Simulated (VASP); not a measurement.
B2P, 6 atoms in the cell. Symmetry: Imma, No. 74, orthorhombic system. Conventional cell: a = 5.360 Å, b = 7.039 Å, c = 3.768 Å, α = 90.00°, β = 90.00°, γ = 90.00°. B (site symmetry m) has 3 B at 1.82 to 2.54 Å and 2 P at 1.83 Å within 2.6 Å. Within 2.4 Å of P (site symmetry 2/m) lie 4 B at 1.83 Å. The cell was built from a structure type or drawn by symmetry, and may not be a known phase.

| Item | Value |
| --- | --- |
| Program | VASP 6.6.1 |
| Task | relaxation of cell and atoms |
| Functional | PBE |
| Potentials or basis | VASP PAW PBE potentials, release 64 (B, P) |
| Cutoff | 600 eV |
| k mesh | 6 × 6 × 6 |
| Occupations | gaussian, width 0.1 eV |
| Spin | no spin polarisation |
| Dipole correction | no |
| Further INCAR settings | ALGO = Normal; EDIFF = 1e-06; IBRION = 2; EDIFFG = -0.04; NSW = 90; ISIF = 3 |

Potentials or basis: VASP PAW PBE potentials, release 64 (B, P).

Launch:

```bash
$ cat potpaw_PBE.64/B/POTCAR potpaw_PBE.64/P/POTCAR > POTCAR
$ mpirun -np 1 vasp_std > vasp.out
```

Hardware: 1 thread of Intel(R) Xeon(R) 6975P-C (Granite Rapids), on a shared host.

Task: How long does it take, and how much memory?

Result: Wall time 4.8 min on 1 thread of Intel(R) Xeon(R) 6975P-C (Granite Rapids), on a shared host, peak memory 0.26 GiB. Counts: scf iterations 126, k points 46, ion steps 17.
